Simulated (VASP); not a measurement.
# Ag in VASP: single point with PBEsol

Aim: the single point of Ag with PBEsol.

All numbers are computed with VASP 6.6.1; they aren't measurements. Logs are shortened: lines on timing, memory, paths and dates and some standing lists are left out, and cuts for length are marked.

## Step 1: The cell of the first run

The cell holds a slab with vacuum, 9 atoms: a = 2.892 Å, b = 2.892 Å, c = 32.360 Å, α = 90.00°, β = 90.00°, γ = 90.00°.

## Step 2: Single point, PBEsol

INCAR

```
SYSTEM = Ag
ALGO = Normal
DIPOL = 0.5 0.5 0.500
EDIFF = 1E-7
ENCUT = 520
GGA = PS
IDIPOL = 3
ISIF = 2
ISMEAR = 1
LASPH = .TRUE.
LCHARG = .FALSE.
LDIPOL = .TRUE.
LREAL = .FALSE.
LWAVE = .FALSE.
NBANDS = 60
NELM = 60
PREC = Accurate
SIGMA = 0.1
```

KPOINTS

```
k-points
0
G
  11 11 1
  0 0 0
```

POSCAR

```
Ag
1.0
    2.8920667350      0.0000000000      0.0000000000
    0.0000000000      2.8920667350      0.0000000000
    0.0000000000      0.0000000000     32.3600000000
Ag
9
Direct
    0.0000000000      0.0000000000      0.2525152135
    0.5000000000      0.5000000000      0.3131866990
    0.0000000000      0.0000000000      0.3755315742
    0.5000000000      0.5000000000      0.4376921980
    0.0000000000      0.0000000000      0.5000000007
    0.5000000000      0.5000000000      0.5623078031
    0.0000000000      0.0000000000      0.6244684261
    0.5000000000      0.5000000000      0.6868132999
    0.0000000000      0.0000000000      0.7474847855
```

Potentials or basis: VASP PAW PBE potentials, release 64 (Ag).

The run is started by

```
$ cat potpaw_PBE.64/Ag/POTCAR > POTCAR
$ mpirun -np 1 vasp_std > vasp.out
```

OUTCAR:

```text
SYSTEM = Ag
   EDIFF = 1E-7
   ENCUT = 520
   GGA = PS
   ISIF = 2
   ISMEAR = 1
   LASPH = .TRUE.
   LREAL = .FALSE.
   NELM = 60
   PREC = Accurate

 ion  position               nearest neighbor table
   1  0.000  0.000  0.253-   2 2.83   2 2.83   2 2.83   2 2.83
   2  0.500  0.500  0.313-   1 2.83   1 2.83   1 2.83   1 2.83   3 2.87   3 2.87   3 2.87   3 2.87

   3  0.000  0.000  0.376-   4 2.87   4 2.87   4 2.87   4 2.87   2 2.87   2 2.87   2 2.87   2 2.87

   4  0.500  0.500  0.438-   3 2.87   3 2.87   3 2.87   3 2.87   5 2.87   5 2.87   5 2.87   5 2.87

   5  0.000  0.000  0.500-   6 2.87   6 2.87   6 2.87   6 2.87   4 2.87   4 2.87   4 2.87   4 2.87

   6  0.500  0.500  0.562-   7 2.87   7 2.87   7 2.87   7 2.87   5 2.87   5 2.87   5 2.87   5 2.87

   7  0.000  0.000  0.624-   6 2.87   6 2.87   6 2.87   6 2.87   8 2.87   8 2.87   8 2.87   8 2.87

   8  0.500  0.500  0.687-   9 2.83   9 2.83   9 2.83   9 2.83   7 2.87   7 2.87   7 2.87   7 2.87

   9  0.000  0.000  0.747-   8 2.83   8 2.83   8 2.83   8 2.83

  LATTYP: Found a simple tetragonal cell.
 ALAT       =     2.8920667350
 C/A-ratio  =    11.1892300438

  Lattice vectors:

 A1 = (   2.8920667350,   0.0000000000,   0.0000000000)
 A2 = (   0.0000000000,   2.8920667350,   0.0000000000)
 A3 = (   0.0000000000,   0.0000000000,  32.3600000000)

Analysis of symmetry for initial positions (statically):
=====================================================================
 Subroutine PRICEL returns:
 Original cell was already a primitive cell.

 Routine SETGRP: Setting up the symmetry group for a
 simple tetragonal supercell.

 Subroutine GETGRP returns: Found 16 space group operations
 (whereof 16 operations were pure point group operations)
 out of a pool of 16 trial point group operations.

The static configuration has the point symmetry D_4h.

Analysis of symmetry for dynamics (positions and initial velocities):
=====================================================================
 Subroutine PRICEL returns:
 Original cell was already a primitive cell.

 Routine SETGRP: Setting up the symmetry group for a
 simple tetragonal supercell.

 Subroutine GETGRP returns: Found 16 space group operations
 (whereof 16 operations were pure point group operations)
 out of a pool of 16 trial point group operations.

The dynamic configuration has the point symmetry D_4h.

 Subroutine INISYM returns: Found 16 space group operations
 (whereof 16 operations are pure point group operations),
 and found     1 'primitive' translations

----------------------------------------------------------------------------------------

                                     Primitive cell

  volume of cell :     270.6607

  direct lattice vectors                    reciprocal lattice vectors
     2.892066735  0.000000000  0.000000000     0.345773487  0.000000000  0.000000000
     0.000000000  2.892066735  0.000000000     0.000000000  0.345773487  0.000000000
     0.000000000  0.000000000 32.360000000     0.000000000  0.000000000  0.030902349

  length of vectors
     2.892066735  2.892066735 32.360000000     0.345773487  0.345773487  0.030902349

  position of ions in fractional coordinates (direct lattice)
     0.000000000  0.000000000  0.252515213
     0.500000000  0.500000000  0.313186699
     0.000000000  0.000000000  0.375531574
     0.500000000  0.500000000  0.437692198
     0.000000000  0.000000000  0.500000001
     0.500000000  0.500000000  0.562307803
     0.000000000  0.000000000  0.624468426
     0.500000000  0.500000000  0.686813300
     0.000000000  0.000000000  0.747484785

  ion indices of the primitive-cell ions
   primitive index   ion index
                 1           1
                 2           2
                 3           3
                 4           4
                 5           5
                 6           6
                 7           7
                 8           8
                 9           9

----------------------------------------------------------------------------------------

 KPOINTS: k-points

Automatic generation of k-mesh.
 Grid dimensions read from file:
 generate k-points for:   11   11    1

 Generating k-lattice:

  Cartesian coordinates                     Fractional coordinates (reciprocal lattice)
     0.031433953  0.000000000  0.000000000     0.090909091  0.000000000  0.000000000
     0.000000000  0.031433953  0.000000000     0.000000000  0.090909091  0.000000000
     0.000000000  0.000000000  0.030902349     0.000000000  0.000000000  1.000000000

  Length of vectors
     0.031433953  0.031433953  0.030902349

  Shift w.r.t. Gamma in fractional coordinates (k-lattice)
     0.000000000  0.000000000  0.000000000

 Subroutine IBZKPT returns following result:
 ===========================================

 Found     21 irreducible k-points:

 Following reciprocal coordinates:
            Coordinates               Weight
  0.000000  0.000000  0.000000      1.000000
  0.090909  0.000000  0.000000      4.000000
  0.181818  0.000000  0.000000      4.000000
  0.272727  0.000000  0.000000      4.000000
  0.363636  0.000000  0.000000      4.000000
  0.454545  0.000000  0.000000      4.000000
[... 13 lines left out ...]
  0.454545  0.363636  0.000000      8.000000
  0.454545  0.454545  0.000000      4.000000
   k-points           NKPTS =     21   k-points in BZ     NKDIM =     21   number of bands    NBANDS=     60
   number of dos      NEDOS =    301   number of ions     NIONS =      9
   total plane-waves  NPLWV = 144000
   dimension x,y,z NGX =    24 NGY =   24 NGZ =  250
   dimension x,y,z NGXF=    48 NGYF=   48 NGZF=  500
   ions per type =               9
   NGX,Y,Z   is equivalent  to a cutoff of  13.80, 13.80, 12.84 a.u.
   NGXF,Y,Z  is equivalent  to a cutoff of  27.59, 27.59, 25.69 a.u.
 SYSTEM =  Ag
   PREC   = accura    normal or accurate (medium, high low for compatibility)
   ISTART =      0    job   : 0-new  1-cont  2-samecut
   ICHARG =      2    charge: 1-file 2-atom 10-const
   ISPIN  =      1    spin polarized calculation?
   LNONCOLLINEAR =      F non collinear calculations
   LSORBIT =      F    spin-orbit coupling
   LASPH  =      T    aspherical Exc in radial PAW
   ENCUT  =  520.0 eV  38.22 Ry    6.18 a.u.   5.38  5.38 60.17*2*pi/ulx,y,z
   NELM   =     60;   NELMIN=  2; NELMDL= -5     # of ELM steps
   EDIFF  = 0.1E-06   stopping-criterion for ELM
   LREAL  =      F    real-space projection
   EDIFFG = 0.1E-05   stopping-criterion for IOM
   NSW    =      0    number of steps for IOM
   IBRION =     -1    ionic relax: 0-MD 1-quasi-New 2-CG
   NFREE  =      0    steps in history (QN), initial steepest desc. (CG)
   ISIF   =      2    stress and relaxation
   ISYM   =      2    0-nonsym 1-usesym 2-fastsym
   POTIM  = 0.5000    time-step for ionic-motion
   TEBEG  =    0.0;   TEEND  =   0.0 temperature during run
   PSTRESS=    0.0 pullay stress
   NELECT =      99.0000    total number of electrons
   NUPDOWN=      -1.0000    fix difference up-down
   EMIN   =  10.00;   EMAX   =-10.00  energy-range for DOS
   EFERMI =   0.00;   METHOD = LEGACY
   ISMEAR =     1;   SIGMA  =   0.10  broadening in eV -4-tet -1-fermi 0-gaus
   EFERMI_NEDOS =   21; number of points for ismear=-14 and -15
   IALGO  =     38    algorithm
   IMIX   =      4    mixing-type and parameters
     AMIX     =   0.40;   BMIX     =  1.00
     AMIX_MAG =   1.60;   BMIX_MAG =  1.00
  volume/ion in A,a.u.               =      30.07       202.95
  Fermi-wavevector in a.u.,A,eV,Ry     =   1.170788  2.212468 18.650105  1.370744
  Thomas-Fermi vector in A             =   2.307241
   LORBIT       =      0    0 simple, 1 ext, 2 COOP (PROOUT), +10 PAW based schemes
   GGA     = PS    functional components
   LHFCALC =     F    Hartree Fock is set to
   AEXX    =    0.0000 exact exchange contribution
   IVDW    =     0    specifies the selected vdW correction
   LEPSILON=     F    determine dielectric tensor
   LRPA    =     F    only Hartree local field effects (RPA)
 non-spin polarized calculation
 Methfessel and Paxton  Order N= 1 SIGMA  =   0.10
  energy-cutoff  :      520.00
  volume of cell :      270.66
 maximum number of plane-waves:      7373
 NGX is ok and might be reduce to    24
   NGX = 11   NGY = 11   NGZ =121

 dipolmoment           0.000000      0.000000      0.000000 electrons x Angstroem

 number of electron      98.9999978 magnetization

 dipolmoment           0.000000      0.000000     -0.000000 electrons x Angstroem

 Free energy of the ion-electron system (eV)
  ---------------------------------------------------
  ext. energy  EPLUGINS =         0.00000000
  ---------------------------------------------------
  free energy    TOTEN  =       -28.62131009 eV

  energy without entropy =      -28.62243663  energy(sigma->0) =      -28.62168561

 E-fermi :   2.8062     XC(G=0):  -7.5117

 val. band max:        2.7343132770   @ k =   0.3636   0.0000   0.0000
 cond. band min:       2.8297688720   @ k =   0.2727   0.1818   0.0000
 fundamental gap:      0.0954555949
 Fermi energy:         2.8061988360

 k-point     1 :       0.0000    0.0000    0.0000
  band No.  band energies     occupation
      1      -5.0604      2.00000
      2      -4.6896      2.00000
      3      -4.1679      2.00000
      4      -3.7092      2.00000
      5      -3.6035      2.00000
      6      -3.5751      2.00000
[... 52 lines left out ...]
     59       9.4466      0.00000
     60      10.3283      0.00000

 k-point     2 :       0.0909    0.0000    0.0000
  band No.  band energies     occupation
      1      -4.8919      2.00000
      2      -4.5321      2.00000
      3      -4.0306      2.00000
      4      -3.6255      2.00000
      5      -3.5042      2.00000
      6      -3.4855      2.00000
[... 1186 lines left out ...]
     59       9.5557      0.00000
     60      10.0941      0.00000

 k-point    21 :       0.4545    0.4545    0.0000
  band No.  band energies     occupation
      1      -3.6724      2.00000
      2      -3.6468      2.00000
      3      -3.5335      2.00000
      4      -3.5269      2.00000
      5      -3.4726      2.00000
      6      -3.4124      2.00000
[... 52 lines left out ...]
     59       9.5295      0.00000
     60      10.0587      0.00000

------------------------ aborting loop because EDIFF is reached ----------------------------------------

 vacuum level on the upper side and lower side of the slab       (xc-potential included)        -0.087        -0.087

  FORCE on cell =-STRESS in cart. coord.  units (eV):
  Direction    XX          YY          ZZ          XY          YZ          ZX
  --------------------------------------------------------------------------------------
  -------------------------------------------------------------------------------------
  Total       -2.8437787     -2.8437787     -0.2060999      0.0000000      0.0000000      0.0000000
  in kB      -16.8337644    -16.8337644     -1.2200094      0.0000000      0.0000000      0.0000000
  external PRESSURE =     -11.6291794 kB  Pullay stress =       0.0000000 kB

 VOLUME and BASIS-vectors are now :
 -----------------------------------------------------------------------------
  energy-cutoff  :      520.00
  volume of cell :      270.66
      direct lattice vectors                 reciprocal lattice vectors
     2.892066735  0.000000000  0.000000000     0.345773487  0.000000000  0.000000000
     0.000000000  2.892066735  0.000000000     0.000000000  0.345773487  0.000000000
     0.000000000  0.000000000 32.360000000     0.000000000  0.000000000  0.030902349

 POSITION                                       TOTAL-FORCE (eV/Angst)
 -----------------------------------------------------------------------------------
      0.00000      0.00000      8.17139         0.000000     -0.000000      0.015992
      1.44603      1.44603     10.13472         0.000000      0.000000     -0.003810
      0.00000      0.00000     12.15220        -0.000000     -0.000000     -0.009176
      1.44603      1.44603     14.16372        -0.000000      0.000000     -0.002399
      0.00000      0.00000     16.18000         0.000000     -0.000000      0.000000
      1.44603      1.44603     18.19628         0.000000      0.000000      0.002399
      0.00000      0.00000     20.20780        -0.000000     -0.000000      0.009176
      1.44603      1.44603     22.22528         0.000000      0.000000      0.003810
      0.00000      0.00000     24.18861         0.000000     -0.000000     -0.015992
 -----------------------------------------------------------------------------------
    total drift:                                0.000000     -0.000000     -0.000001

  FREE ENERGIE OF THE ION-ELECTRON SYSTEM (eV)
  ---------------------------------------------------
  free  energy   TOTEN  =       -28.6213100946 eV

  energy  without entropy=      -28.6224366323  energy(sigma->0) =      -28.62168561

 vacuum level on the upper side and lower side of the slab         7.134         7.134
```

Wall time 7.3 min (1 thread of Intel Xeon Platinum 8559C (Emerald Rapids), shared host); peak memory 0.51 GiB.

What came out:

```
Free energy            : -28.6213 eV
Largest force          : 0.016 eV/Å
Band gap on the k mesh : zero (an odd number of electrons rules out a gap without spin polarisation)
```

Forces on the atoms (eV/Å):
```
Ag   0.000  0.000  0.016
Ag   0.000  0.000 -0.004
Ag   0.000  0.000 -0.009
Ag   0.000  0.000 -0.002
Ag   0.000  0.000  0.000
Ag   0.000  0.000  0.002
Ag   0.000  0.000  0.009
Ag   0.000  0.000  0.004
Ag   0.000  0.000 -0.016
```

Caveat: the PAW data sets were made with another functional, which shifts forces and pressure a little.

The gap in the log of VASP goes by the Fermi energy; the results here count the filled bands.